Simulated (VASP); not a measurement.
Write the native input for VASP 6.6.1 that does the following.

```yaml
Task: single point
Functional: PBE
Potentials_or_basis: VASP PAW PBE potentials, release 64 (Sr_sv, O)
Cutoff: 520 eV
k_mesh: 12 × 12 × 4
Occupations: fermi-dirac, width 0.02 eV
Spin: no spin polarisation
Dipole_correction: no
Further_INCAR_settings: ALGO = Normal; EDIFF = 1e-06; NBANDS = 24
```

The structure of SrO lies in POSCAR:

```
SrO
1.0
    3.4378120316      0.0000000000      0.0000000000
   -1.7189060158      2.9772325528      0.0000000000
    0.0000000000      0.0000000000      6.0349251164
Sr O
2 2
Direct
    0.0000000000      0.0000000000      0.0000000000
    0.0000000000      0.0000000000      0.5000000000
    0.3333333333      0.6666666667      0.2500000000
    0.6666666667      0.3333333333      0.7500000000
```

This cell differs from its parent crystal: strain -3.5%.

The input as run:

INCAR

```
SYSTEM = SrO
PREC = Accurate ; ENCUT = 520
EDIFF = 1E-6 ; ISMEAR = -1
SIGMA = 0.02 ; LREAL = .False.
LASPH = .True. ; NELM = 100
ALGO = Normal ; ISIF = 2
LWAVE = .False. ; LCHARG = .False.
GGA = PE ; NBANDS = 24
```

KPOINTS

```
regular mesh
0
Gamma
  12 12 4
  0 0 0
```

Potentials or basis: VASP PAW PBE potentials, release 64 (Sr_sv, O).

The run is started by

```console
$ cat potpaw_PBE.64/Sr_sv/POTCAR potpaw_PBE.64/O/POTCAR > POTCAR
$ mpirun -np 1 vasp_std > vasp.out
```

Results of the run:

```yaml
Pressure: 15.1 GPa
Band_gap_on_the_k_mesh: 3.48 eV (least direct gap 3.59 eV)
```

Caveat: the cell differs from its parent crystal (strain -3.5%); the cell stands under pressure.

Run time: 42 s on 1 thread of AMD EPYC 9R45 96-Core Processor (Zen 5), on a shared host, peak memory 0.2 GiB.
